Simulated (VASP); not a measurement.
A run of VASP 6.6.1 is set up as follows.

INCAR

```
PREC = Accurate
ENCUT = 700
EDIFF = 1E-6
ISMEAR = -1
SIGMA = 0.05
LREAL = False
LASPH = True
NELM = 120
ALGO = Normal
ISIF = 2
LWAVE = False
LCHARG = False
GGA = CA
NBANDS = 24
GGA_COMPAT = False
```

File KPOINTS:

```
Automatic mesh
0
Gamma
  9 9 9
```

POSCAR

```
CdF2
1.0
    0.0000000000      2.7294514339      2.7294514339
    2.7294514339      0.0000000000      2.7294514339
    2.7294514339      2.7294514339      0.0000000000
Cd F
1 2
Direct
    0.0000000000      0.0000000000      0.0000000000
    0.7500000000      0.7500000000      0.7500000000
    0.2500000000      0.2500000000      0.2500000000
```

Potentials or basis: VASP PAW LDA potentials, release 64 (Cd_sv_GW, F).

The run is started by

```console
$ cat potpaw_LDA.64/Cd_sv_GW/POTCAR potpaw_LDA.64/F/POTCAR > POTCAR
$ mpirun -np 1 vasp_std > vasp.out
```

(1) What does it give for the pressure?

(2) Estimate the band gap on the k mesh.

Answers

(1) -9.4 GPa.

(2) 2.71 eV (least direct gap 3.21 eV).

Caveat: the cell stands under tension; an odd mesh through Γ misses points on the zone boundary, where band edges can lie.
